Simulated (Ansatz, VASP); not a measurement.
# WC in VASP and in Ansatz

The input INCAR:

```
SYSTEM = WC
PREC     = Accurate       ! precision mode
ENCUT    = 520            ! plane-wave cutoff, eV
EDIFF    = 1E-6           ! SCF threshold, eV
ISMEAR   = 0              ! smearing method
SIGMA    = 0.15           ! smearing width, eV
LREAL    = .False.        ! projectors in reciprocal space
LASPH    = .True.         ! aspherical terms in the spheres
NELM     = 60             ! most SCF steps
ALGO     = Normal         ! electronic algorithm
ISIF     = 2              ! what is computed and relaxed
LWAVE    = .False.        ! write WAVECAR
LCHARG   = .False.        ! write CHGCAR
GGA      = PS             ! functional
NBANDS   = 16             ! bands
```

File KPOINTS:

```
regular mesh
0
Gamma
  24 24 22
  0 0 0
```

Contents of POSCAR:

```
WC
1.0
    3.1302867604      0.0000000000      0.0000000000
   -1.5651433802      2.7109078556      0.0000000000
    0.0000000000      0.0000000000      2.9407163797
W C
1 1
Direct
    0.0000000000      0.0000000000      0.0000000000
    0.6666666667      0.3333333333      0.5000000000
```

Input for Ansatz:

```yaml
crystal:
  lattice:
    - [3.1302867604, 0.0, 0.0]
    - [-1.5651433802, 2.7109078556, 0.0]
    - [0.0, 0.0, 2.9407163797]
  atoms:
    - { symbol: W, position: [0.0, 0.0, 0.0] }
    - { symbol: C, position: [0.6666666667, 0.3333333333, 0.5] }
basis:
  ecutwfc: 420
kpoints:
  mp_grid: { grid: [24, 24, 22] }
hamiltonian:
  xc: pbesol
scf:
  occupations: { method: gaussian, width: 0.15 }
output:
  forces: true
  stress: true
  eigenvalues: true
```

Change from the starting cell: strain +0.080 along x and y, +0.040 along z, atoms carried along.

Alike in both runs: task single point; functional PBEsol; k mesh 24 × 24 × 22; occupations gaussian, width 0.15 eV; no spin polarisation.

|  | VASP | Ansatz |
| --- | --- | --- |
| version | VASP 6.6.1 | Ansatz 0.2.0 |
| potentials or method | VASP PAW PBE potentials, release 64 (W_sv, C), cutoff 520 eV | scalar-relativistic, plane waves, PAW |
| valence electrons in the cell | 18 | 18 |

|  | VASP | Ansatz | Ansatz less VASP |
| --- | --- | --- | --- |
| gap on the k mesh at the Fermi level (eV) | none | none | - |
| pressure (GPa) | -50.4 | -50.9 | -0.52 |
| traceless stress, the component that is largest in VASP (GPa) | 5.96 | 5.83 | -0.136 |

VASP's potentials were made for PBE, not for PBEsol. A gap of «none» marks a metal or a gap that the smearing closes. Both programs put the cell under strong tension, so it lies far from rest at this level.

Neither program's run includes spin-orbit coupling. Noted on VASP's run: the cell as given lies far from equilibrium.
